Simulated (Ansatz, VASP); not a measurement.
**Si2W in VASP and in Ansatz**

INCAR

```
SYSTEM = Si2W
  ALGO = Normal
  EDIFF = 1E-6
  ENCUT = 520
  GGA = PS
  ISIF = 2
  ISMEAR = 0
  LASPH = .True.
  LCHARG = .False.
  LREAL = .False.
  LWAVE = .False.
  NBANDS = 43
  NELM = 80
  PREC = Accurate
  SIGMA = 0.15
```

Contents of KPOINTS:

```
k-points
0
Gamma
  12 12 6
  0 0 0
```

Contents of POSCAR:

```
Si2W
1.0
    4.5760866017      0.0000000000      0.0000000000
   -2.2880433009      3.9630072470      0.0000000000
    0.0000000000      0.0000000000      6.2731420963
Si W
6 3
Direct
    0.8361793875      0.6723587749      0.5000000000
    0.1638206125      0.8361793875      0.8333333333
    0.6723587749      0.8361793875      0.1666666667
    0.1638206125      0.3276412251      0.5000000000
    0.8361793875      0.1638206125      0.8333333333
    0.3276412251      0.1638206125      0.1666666667
    0.0000000000      0.5000000000      0.1666666667
    0.5000000000      0.5000000000      0.8333333333
    0.5000000000      0.0000000000      0.5000000000
```

Input for Ansatz:

```yaml
crystal:
  lattice:
    - [4.5760866017, 0.0, 0.0]
    - [-2.2880433009, 3.963007247, 0.0]
    - [0.0, 0.0, 6.2731420963]
  atoms:
    - { symbol: Si, position: [0.8361793875, 0.6723587749, 0.5] }
    - { symbol: Si, position: [0.1638206125, 0.8361793875, 0.8333333333] }
    - { symbol: Si, position: [0.6723587749, 0.8361793875, 0.1666666667] }
    - { symbol: Si, position: [0.1638206125, 0.3276412251, 0.5] }
    - { symbol: Si, position: [0.8361793875, 0.1638206125, 0.8333333333] }
    - { symbol: Si, position: [0.3276412251, 0.1638206125, 0.1666666667] }
    - { symbol: W, position: [0.0, 0.5, 0.1666666667] }
    - { symbol: W, position: [0.5, 0.5, 0.8333333333] }
    - { symbol: W, position: [0.5, 0.0, 0.5] }
basis:
  ecutwfc: 420
kpoints:
  mp_grid: { grid: [12, 12, 6] }
hamiltonian:
  xc: pbesol
scf:
  occupations: { method: gaussian, width: 0.15 }
output:
  forces: true
  stress: true
  eigenvalues: true
```

Change from the starting cell: strain +0.000 along x and y, -0.050 along z, atoms carried along.

Alike in both runs: task single point; functional PBEsol; k mesh 12 × 12 × 6; occupations gaussian, width 0.15 eV; no spin polarisation.

```csv
,VASP,Ansatz
version,VASP 6.6.1,Ansatz 0.2.0
potentials or method,"VASP PAW PBE potentials, release 64 (Si, W_sv), cutoff 520 eV","scalar-relativistic, plane waves, PAW"
valence electrons in the cell,66,66
```

|  | VASP | Ansatz | Ansatz less VASP |
| --- | --- | --- | --- |
| gap on the k mesh at the Fermi level (eV) | none | none | - |
| pressure (GPa) | 15.5 | 15.0 | -0.45 |
| traceless stress, the component that is largest in VASP (GPa) | 12.96 | 12.88 | -0.086 |
| rms of the force components (eV/Å) | 0.074 | 0.071 | -0.0026 |

VASP's potentials were made for PBE, not for PBEsol. Atom by atom the forces differ by 0.003 eV/Å (rms over components). A gap of «none» marks a metal or a gap that the smearing closes.

Spin-orbit coupling is off throughout.
